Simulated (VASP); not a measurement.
# BN (P4_2/mnm) in VASP: further runs

The runs below take BN through single point, relaxation of cell and atoms, with PBEsol.

Everything below comes from runs of VASP 6.6.1. Logs are shortened: lines on timing, memory, paths and dates and some standing lists are left out, and cuts for length are marked.

## 1. The cell of the first run

It takes space group P4_2/mnm (No. 136, tetragonal). The conventional cell has a = 4.398 Å, b = 4.398 Å, c = 2.538 Å, α = 90.00°, β = 90.00°, γ = 90.00°. Within 2.0 Å of B (site symmetry m2m) lie 4 N at 1.53 to 1.59 Å. N (site symmetry m2m) has 4 B at 1.53 to 1.59 Å within 2.0 Å.

## 2. Single point, PBEsol

Input file INCAR:

```
ALGO     = Normal         # electronic algorithm
EDIFF    = 1E-6           # SCF threshold, eV
ENCUT    = 520            # plane-wave cutoff, eV
GGA      = PS             # functional
ISIF     = 2              # what is computed and relaxed
ISMEAR   = 0              # smearing method
LASPH    = T              # aspherical terms in the spheres
LCHARG   = F              # write CHGCAR
LREAL    = F              # projectors in reciprocal space
LWAVE    = F              # write WAVECAR
NBANDS   = 26             # bands
NELM     = 100            # most SCF steps
PREC     = Accurate       # precision mode
SIGMA    = 0.02           # smearing width, eV
```

Input file KPOINTS:

```
k-points
0
Gamma
  6 6 10
```

Input file POSCAR:

```
BN
1.0
    4.3982250342      0.0000000000      0.0000000000
    0.0000000000      4.3982250342      0.0000000000
    0.0000000000      0.0000000000      2.5380337638
B N
4 4
Direct
    0.1741337327      0.8258662673      0.5000000000
    0.3258662673      0.3258662673      0.0000000000
    0.6741337327      0.6741337327      0.0000000000
    0.8258662673      0.1741337327      0.5000000000
    0.8123909516      0.8123909516      0.5000000000
    0.3123909516      0.6876090484      0.0000000000
    0.6876090484      0.3123909516      0.0000000000
    0.1876090484      0.1876090484      0.5000000000
```

Potentials or basis: VASP PAW PBE potentials, release 64 (B, N).

Started as:

```sh
cat potpaw_PBE.64/B/POTCAR potpaw_PBE.64/N/POTCAR > POTCAR
mpirun -np 1 vasp_std > vasp.out
```

OUTCAR:

```text
EDIFF = 1E-6
   ENCUT = 520
   GGA = PS
   ISIF = 2
   ISMEAR = 0
   LASPH = T
   LREAL = F
   NELM = 100
   PREC = Accurate

 ion  position               nearest neighbor table
   1  0.174  0.826  0.500-   6 1.53   6 1.53   8 1.59   5 1.59   4 2.17
   2  0.326  0.326  0.000-   8 1.53   8 1.53   6 1.59   7 1.59   3 2.17
   3  0.674  0.674  0.000-   5 1.53   5 1.53   7 1.59   6 1.59   2 2.17
   4  0.826  0.174  0.500-   7 1.53   7 1.53   8 1.59   5 1.59   1 2.17
   5  0.812  0.812  0.500-   3 1.53   3 1.53   4 1.59   1 1.59
   6  0.312  0.688  0.000-   1 1.53   1 1.53   3 1.59   2 1.59
   7  0.688  0.312  0.000-   4 1.53   4 1.53   2 1.59   3 1.59
   8  0.188  0.188  0.500-   2 1.53   2 1.53   4 1.59   1 1.59

  LATTYP: Found a simple tetragonal cell.
 ALAT       =     4.3982250342
 C/A-ratio  =     0.5770586416

  Lattice vectors:

 A1 = (   4.3982250342,   0.0000000000,   0.0000000000)
 A2 = (   0.0000000000,   4.3982250342,   0.0000000000)
 A3 = (   0.0000000000,   0.0000000000,   2.5380337638)

Analysis of symmetry for initial positions (statically):
=====================================================================
 Subroutine PRICEL returns:
 Original cell was already a primitive cell.

 Routine SETGRP: Setting up the symmetry group for a
 simple tetragonal supercell.

 Subroutine GETGRP returns: Found 16 space group operations
 (whereof  8 operations were pure point group operations)
 out of a pool of 16 trial point group operations.

The static configuration has the point symmetry D_2h.
 The point group associated with its full space group is D_4h.

Analysis of symmetry for dynamics (positions and initial velocities):
=====================================================================
 Subroutine PRICEL returns:
 Original cell was already a primitive cell.

 Routine SETGRP: Setting up the symmetry group for a
 simple tetragonal supercell.

 Subroutine GETGRP returns: Found 16 space group operations
 (whereof  8 operations were pure point group operations)
 out of a pool of 16 trial point group operations.

The dynamic configuration has the point symmetry D_2h.
 The point group associated with its full space group is D_4h.

 Subroutine INISYM returns: Found 16 space group operations
 (whereof  8 operations are pure point group operations),
 and found     1 'primitive' translations

----------------------------------------------------------------------------------------

                                     Primitive cell

  volume of cell :      49.0967

  direct lattice vectors                    reciprocal lattice vectors
     4.398225034  0.000000000  0.000000000     0.227364446  0.000000000  0.000000000
     0.000000000  4.398225034  0.000000000     0.000000000  0.227364446  0.000000000
     0.000000000  0.000000000  2.538033764     0.000000000  0.000000000  0.394005791

  length of vectors
     4.398225034  4.398225034  2.538033764     0.227364446  0.227364446  0.394005791

  position of ions in fractional coordinates (direct lattice)
     0.174133733  0.825866267  0.500000000
     0.325866267  0.325866267  0.000000000
     0.674133733  0.674133733  0.000000000
     0.825866267  0.174133733  0.500000000
     0.812390952  0.812390952  0.500000000
     0.312390952  0.687609048  0.000000000
     0.687609048  0.312390952  0.000000000
     0.187609048  0.187609048  0.500000000

  ion indices of the primitive-cell ions
   primitive index   ion index
                 1           1
                 2           2
                 3           3
                 4           4
                 5           5
                 6           6
                 7           7
                 8           8

----------------------------------------------------------------------------------------

 KPOINTS: k-points

Automatic generation of k-mesh.
 Grid dimensions read from file:
 generate k-points for:    6    6   10

 Generating k-lattice:

  Cartesian coordinates                     Fractional coordinates (reciprocal lattice)
     0.037894074  0.000000000  0.000000000     0.166666667  0.000000000  0.000000000
     0.000000000  0.037894074  0.000000000     0.000000000  0.166666667  0.000000000
     0.000000000  0.000000000  0.039400579     0.000000000  0.000000000  0.100000000

  Length of vectors
     0.037894074  0.037894074  0.039400579

  Shift w.r.t. Gamma in fractional coordinates (k-lattice)
     0.000000000  0.000000000  0.000000000

 Subroutine IBZKPT returns following result:
 ===========================================

 Found     60 irreducible k-points:

 Following reciprocal coordinates:
            Coordinates               Weight
  0.000000  0.000000  0.000000      1.000000
  0.166667  0.000000  0.000000      4.000000
  0.333333  0.000000  0.000000      4.000000
  0.500000  0.000000  0.000000      2.000000
  0.166667  0.166667  0.000000      4.000000
  0.333333  0.166667  0.000000      8.000000
[... 16 lines left out ...]
  0.333333  0.000000  0.200000      8.000000
  0.500000  0.000000  0.200000      4.000000
 [... further k-points ...]
   k-points           NKPTS =     60   k-points in BZ     NKDIM =     60   number of bands    NBANDS=     26
   number of dos      NEDOS =    301   number of ions     NIONS =      8
   total plane-waves  NPLWV =  25920
   dimension x,y,z NGX =    36 NGY =   36 NGZ =   20
   dimension x,y,z NGXF=    72 NGYF=   72 NGZF=   40
   ions per type =               4   4
   NGX,Y,Z   is equivalent  to a cutoff of  13.61, 13.61, 13.10 a.u.
   NGXF,Y,Z  is equivalent  to a cutoff of  27.21, 27.21, 26.20 a.u.
 SYSTEM =  unknown system
   PREC   = accura    normal or accurate (medium, high low for compatibility)
   ISTART =      0    job   : 0-new  1-cont  2-samecut
   ICHARG =      2    charge: 1-file 2-atom 10-const
   ISPIN  =      1    spin polarized calculation?
   LNONCOLLINEAR =      F non collinear calculations
   LSORBIT =      F    spin-orbit coupling
   LASPH  =      T    aspherical Exc in radial PAW
   ENCUT  =  520.0 eV  38.22 Ry    6.18 a.u.   8.18  8.18  4.72*2*pi/ulx,y,z
   NELM   =    100;   NELMIN=  2; NELMDL= -5     # of ELM steps
   EDIFF  = 0.1E-05   stopping-criterion for ELM
   LREAL  =      F    real-space projection
   EDIFFG = 0.1E-04   stopping-criterion for IOM
   NSW    =      0    number of steps for IOM
   IBRION =     -1    ionic relax: 0-MD 1-quasi-New 2-CG
   NFREE  =      0    steps in history (QN), initial steepest desc. (CG)
   ISIF   =      2    stress and relaxation
   ISYM   =      2    0-nonsym 1-usesym 2-fastsym
   POTIM  = 0.5000    time-step for ionic-motion
   TEBEG  =    0.0;   TEEND  =   0.0 temperature during run
   PSTRESS=    0.0 pullay stress
   NELECT =      32.0000    total number of electrons
   NUPDOWN=      -1.0000    fix difference up-down
   EMIN   =  10.00;   EMAX   =-10.00  energy-range for DOS
   EFERMI =   0.00;   METHOD = LEGACY
   ISMEAR =     0;   SIGMA  =   0.02  broadening in eV -4-tet -1-fermi 0-gaus
   EFERMI_NEDOS =   21; number of points for ismear=-14 and -15
   IALGO  =     38    algorithm
   IMIX   =      4    mixing-type and parameters
     AMIX     =   0.40;   BMIX     =  1.00
     AMIX_MAG =   1.60;   BMIX_MAG =  1.00
  volume/ion in A,a.u.               =       6.14        41.42
  Fermi-wavevector in a.u.,A,eV,Ry     =   1.419408  2.682293 27.411936  2.014720
  Thomas-Fermi vector in A             =   2.540432
   LORBIT       =      0    0 simple, 1 ext, 2 COOP (PROOUT), +10 PAW based schemes
   GGA     = PS    functional components
   LHFCALC =     F    Hartree Fock is set to
   AEXX    =    0.0000 exact exchange contribution
   IVDW    =     0    specifies the selected vdW correction
   LEPSILON=     F    determine dielectric tensor
   LRPA    =     F    only Hartree local field effects (RPA)
 non-spin polarized calculation
 Gauss-broadening in eV      SIGMA  =   0.02
  energy-cutoff  :      520.00
  volume of cell :       49.10
 maximum number of plane-waves:      1341
 NGX is ok and might be reduce to    36
   NGX = 17   NGY = 17   NGZ =  9

 number of electron      32.0000006 magnetization

 Free energy of the ion-electron system (eV)
  ---------------------------------------------------
  ext. energy  EPLUGINS =         0.00000000
  ---------------------------------------------------
  free energy    TOTEN  =       -72.48306275 eV

  energy without entropy =      -72.48306275  energy(sigma->0) =      -72.48306275

 E-fermi :   7.0685     XC(G=0): -12.7291

 val. band max:        6.9581431941   @ k =   0.0000   0.0000   0.0000
 cond. band min:      11.5472344204   @ k =   0.0000   0.0000   0.3000
 fundamental gap:      4.5890912263
 Fermi energy:         7.0684505571

 k-point     1 :       0.0000    0.0000    0.0000
  band No.  band energies     occupation
      1     -13.2395      2.00000
      2      -9.1307      2.00000
      3      -9.1307      2.00000
      4      -8.9023      2.00000
      5      -2.9406      2.00000
      6      -2.4138      2.00000
[... 18 lines left out ...]
     25      17.3176      0.00000
     26      19.8528      0.00000

 k-point     2 :       0.1667    0.0000    0.0000
  band No.  band energies     occupation
      1     -13.0933      2.00000
      2     -10.0036      2.00000
      3      -9.0377      2.00000
      4      -8.3675      2.00000
      5      -3.1538      2.00000
      6      -1.9524      2.00000
[... 18 lines left out ...]
     25      18.0832      0.00000
     26      19.4257      0.00000

 k-point     3 :       0.3333    0.0000    0.0000
  band No.  band energies     occupation
      1     -12.6608      2.00000
      2     -11.0441      2.00000
      3      -8.7819      2.00000
      4      -8.2253      2.00000
      5      -3.2927      2.00000
      6      -2.1377      2.00000
[... 572 lines left out ...]
 k-point    23 :       0.3333    0.0000    0.2000
  band No.  band energies     occupation
      1     -12.0439      2.00000
      2     -10.4902      2.00000
      3      -8.3474      2.00000
      4      -7.9117      2.00000
      5      -2.7730      2.00000
      6      -1.7134      2.00000
[... 18 lines left out ...]
     25      18.7560      0.00000
     26      20.0205      0.00000

 k-point    24 :       0.5000    0.0000    0.2000
  band No.  band energies     occupation
      1     -11.3692      2.00000
      2     -11.3692      2.00000
      3      -8.0764      2.00000
      4      -8.0764      2.00000
      5      -2.4290      2.00000
      6      -2.4290      2.00000
[... 18 lines left out ...]
     25      19.2138      0.00000
     26      19.2138      0.00000

 [... further k-points ...]

------------------------ aborting loop because EDIFF is reached ----------------------------------------

  FORCE on cell =-STRESS in cart. coord.  units (eV):
  Direction    XX          YY          ZZ          XY          YZ          ZX
  --------------------------------------------------------------------------------------
  -------------------------------------------------------------------------------------
  Total        0.2013976      0.2013976      0.2524586     -0.0000000      0.0000000      0.0000000
  in kB        6.5722261      6.5722261      8.2385073     -0.0000000      0.0000000      0.0000000
  external PRESSURE =       7.1276532 kB  Pullay stress =       0.0000000 kB

 VOLUME and BASIS-vectors are now :
 -----------------------------------------------------------------------------
  energy-cutoff  :      520.00
  volume of cell :       49.10
      direct lattice vectors                 reciprocal lattice vectors
     4.398225034  0.000000000  0.000000000     0.227364446  0.000000000  0.000000000
     0.000000000  4.398225034  0.000000000     0.000000000  0.227364446  0.000000000
     0.000000000  0.000000000  2.538033764     0.000000000  0.000000000  0.394005791

 POSITION                                       TOTAL-FORCE (eV/Angst)
 -----------------------------------------------------------------------------------
      0.76588      3.63235      1.26902        -0.002431      0.002431      0.000000
      1.43323      1.43323      0.00000         0.002431      0.002431      0.000000
      2.96499      2.96499      0.00000        -0.002431     -0.002431     -0.000000
      3.63235      0.76588      1.26902         0.002431     -0.002431     -0.000000
      3.57308      3.57308      1.26902        -0.001480     -0.001480      0.000000
      1.37397      3.02426      0.00000        -0.001480      0.001480      0.000000
      3.02426      1.37397      0.00000         0.001480     -0.001480      0.000000
      0.82515      0.82515      1.26902         0.001480      0.001480      0.000000
 -----------------------------------------------------------------------------------
    total drift:                                0.000000     -0.000000      0.000000

  FREE ENERGIE OF THE ION-ELECTRON SYSTEM (eV)
  ---------------------------------------------------
  free  energy   TOTEN  =       -72.4830627510 eV

  energy  without entropy=      -72.4830627510  energy(sigma->0) =      -72.48306275
```

Run time: 23 s. Hardware: 1 thread of Intel Xeon 6975P-C (Granite Rapids), shared host; peak memory 0.19 GiB.

What came out:

- Free energy: -72.4831 eV
- Pressure: 0.7 GPa
- Largest force: 0.003 eV/Å
- Band gap on the k mesh: 4.59 eV (least direct gap 5.71 eV)

Forces in eV/Å, atoms in the order of the input:
```
B   -0.002  0.002  0.000
B    0.002  0.002  0.000
B   -0.002 -0.002  0.000
B    0.002 -0.002  0.000
N   -0.001 -0.001  0.000
N   -0.001  0.001  0.000
N    0.001 -0.001  0.000
N    0.001  0.001  0.000
```

Caveat: the PAW data sets were made with another functional, which shifts forces and pressure a little.

## 3. Single point, PBEsol

Input file INCAR:

```
PREC = Accurate
ENCUT = 520
EDIFF = 1E-7
ISMEAR = 0
SIGMA = 0.05
LREAL = F
LASPH = T
NELM = 80
ALGO = Normal
ISIF = 2
LWAVE = F
LCHARG = F
GGA = PS
NBANDS = 26
```

Input file KPOINTS:

```
regular mesh
0
Gamma
  6 6 10
```

POSCAR is that of step 2.

Potentials or basis: VASP PAW PBE potentials, release 64 (B, N).

Started as:

```sh
cat potpaw_PBE.64/B/POTCAR potpaw_PBE.64/N/POTCAR > POTCAR
mpirun -np 1 vasp_std > vasp.out
```

It took 25 s on 1 thread of Intel Xeon 6975P-C (Granite Rapids), shared host; peak memory 0.19 GiB.

The run converged. Its results:

| Item | Value |
| --- | --- |
| Free energy | -72.4831 eV |
| Pressure | 0.7 GPa |
| Largest force | 0.004 eV/Å |
| Band gap on the k mesh | 4.59 eV (least direct gap 5.71 eV) |

Forces on the atoms (eV/Å):
```
B   -0.002  0.002  0.000
B    0.002  0.002  0.000
B   -0.002 -0.002  0.000
B    0.002 -0.002  0.000
N   -0.001 -0.001  0.000
N   -0.001  0.001  0.000
N    0.001 -0.001  0.000
N    0.001  0.001  0.000
```

Stress tensor (GPa, compression positive):
```
0.65 0.00 0.00
0.00 0.65 0.00
0.00 0.00 0.82
```

Levels at points of the mesh, in eV from the valence-band top:
```
           k point  band 13  band 14  band 15  band 16  band 17  band 18  band 19  band 20
(0.00, 0.00, 0.00)    -0.42    -0.23     0.00     0.00     7.03     7.50     8.49     8.49
(0.50, 0.00, 0.00)    -1.44    -1.44    -1.28    -1.28     7.90     7.90     8.42     8.42
(0.50, 0.50, 0.00)    -2.70    -2.70    -2.50    -2.50     7.45     7.45     8.27     8.27
(0.00, 0.00, 0.50)    -4.27    -4.27    -3.43    -3.43     6.34     6.34    10.25    10.25
(0.50, 0.00, 0.50)    -3.65    -3.65    -2.23    -2.23     6.78     6.78     8.75     8.75
(0.50, 0.50, 0.50)    -3.03    -3.03    -2.53    -2.53     6.16     6.16     6.98     6.98
```

Caveat: the PAW data sets were made with another functional, which shifts forces and pressure a little. A k mesh can miss the band edges.

(Part 1 of 2 ends here.)
